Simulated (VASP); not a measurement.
A run of VASP 6.6.1:

INCAR

```
SYSTEM = PbS
PREC = Accurate
ENCUT = 600
EDIFF = 1E-7
ISMEAR = -1
SIGMA = 0.1
LREAL = .False.
LASPH = .True.
NELM = 60
ALGO = Normal
ISIF = 3
LWAVE = .False.
LCHARG = .False.
GGA = PE
IBRION = 2
NSW = 60
EDIFFG = -0.005
PSTRESS = 0.10999999999999999
```

The input KPOINTS:

```
Automatic mesh
0
Gamma
  12 12 12
  0 0 0
```

POSCAR

```
PbS
1.0
    3.6945925232      0.0000000000      0.0000000000
    0.0000000000      3.6945925232      0.0000000000
    0.0000000000      0.0000000000      3.6945925232
Pb S
1 1
Direct
    0.0000000000      0.0000000000      0.0000000000
    0.5000000000      0.5000000000      0.5000000000
```

Potentials or basis: VASP PAW PBE potentials, release 64 (Pb_d, S).

The run is started by

```sh
$ cat potpaw_PBE.64/Pb_d/POTCAR potpaw_PBE.64/S/POTCAR > POTCAR
$ mpirun -np 1 vasp_std > vasp.out
```

Hardware: 1 thread of Intel(R) Xeon(R) Platinum 8488C (Sapphire Rapids), with other jobs on the host.

Q: Estimate the wall time of this run.

A: It took 100 s on 1 thread of Intel(R) Xeon(R) Platinum 8488C (Sapphire Rapids), with other jobs on the host, peak memory 0.23 GiB. Counts: scf iterations 32, k points 84, ion steps 3.
